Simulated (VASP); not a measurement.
Hf2NbN2, 5 atoms in the cell. Symmetry: P-6m2, No. 187, hexagonal system. The conventional cell has a = 4.716 Å, b = 4.716 Å, c = 5.429 Å, α = 90.00°, β = 90.00°, γ = 120.00°. Hf (site symmetry -6m2) has 2 Nb at 2.71 Å and 3 Hf at 2.72 Å and 6 N at 3.43 Å within 3.6 Å. Hf (site symmetry -6m2) has 2 N at 2.09 Å and 3 Hf at 2.72 Å within 2.8 Å. Nb (site symmetry -6m2) has 2 Hf at 2.71 Å and 6 N at 2.79 Å within 3.6 Å. N (site symmetry 3m) has 1 N at 1.25 Å within 1.7 Å. The cell was built from a structure type or drawn by symmetry, and may not be a known phase.

| Item | Value |
| --- | --- |
| Program | VASP 6.6.1 |
| Task | single point |
| Functional | PBE |
| Potentials or basis | VASP PAW PBE potentials, release 64 (Hf_pv, Nb_sv, N) |
| Cutoff | 520 eV |
| k mesh | 12 × 12 × 8 |
| Occupations | gaussian, width 0.1 eV |
| Spin | no spin polarisation |
| Dipole correction | no |
| Further INCAR settings | ALGO = Normal; EDIFF = 1e-06; NBANDS = 30 |

Potentials or basis: VASP PAW PBE potentials, release 64 (Hf_pv, Nb_sv, N).

Launch:

```sh
$ cat potpaw_PBE.64/Hf_pv/POTCAR potpaw_PBE.64/Nb_sv/POTCAR potpaw_PBE.64/N/POTCAR > POTCAR
$ mpirun -np 1 vasp_std > vasp.out
```

Hardware: 1 thread of Intel(R) Xeon(R) Platinum 8488C (Sapphire Rapids) (shared host).

Q: Estimate the wall time of this run.

A: It took 8.9 min on 1 thread of Intel(R) Xeon(R) Platinum 8488C (Sapphire Rapids) (shared host), peak memory 0.42 GiB. Counts: scf iterations 29, k points 95.
